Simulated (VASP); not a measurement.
Wanted: the native input for a VASP 6.6.1 run.

```
Task                   : single point
Functional             : PBE
Potentials or basis    : VASP PAW PBE potentials, release 64 (Ta_pv)
Cutoff                 : 520 eV
k mesh                 : 16 × 16 × 16
Occupations            : fermi-dirac, width 0.05 eV
Spin                   : no spin polarisation
Dipole correction      : no
Further INCAR settings : ALGO = Normal; EDIFF = 1e-06; NBANDS = 12
```

The structure of Ta lies in POSCAR:

```
Ta
1.0
   -1.5152582916      1.5152582916      1.5152582916
    1.5152582916     -1.5152582916      1.5152582916
    1.5152582916      1.5152582916     -1.5152582916
Ta
1
Direct
    0.0000000000      0.0000000000      0.0000000000
```

This cell differs from its parent crystal: volume scaled by 0.76.

These files were run (other wordings do the same):

INCAR

```
SYSTEM = Ta
PREC = Accurate
ENCUT = 520
EDIFF = 1E-6
ISMEAR = -1
SIGMA = 0.05
LREAL = .False.
LASPH = .True.
NELM = 100
ALGO = Normal
ISIF = 2
LWAVE = .False.
LCHARG = .False.
GGA = PE
NBANDS = 12
```

KPOINTS

```
Automatic mesh
0
Gamma
  16 16 16
  0 0 0
```

Potentials or basis: VASP PAW PBE potentials, release 64 (Ta_pv).

The run is started by

```console
$ cat potpaw_PBE.64/Ta_pv/POTCAR > POTCAR
$ mpirun -np 1 vasp_std > vasp.out
```

Results of the run:

- Pressure: 89.0 GPa

It took 9 s on 1 thread of Intel(R) Xeon(R) 6975P-C (Granite Rapids), on a shared host, peak memory 0.14 GiB.
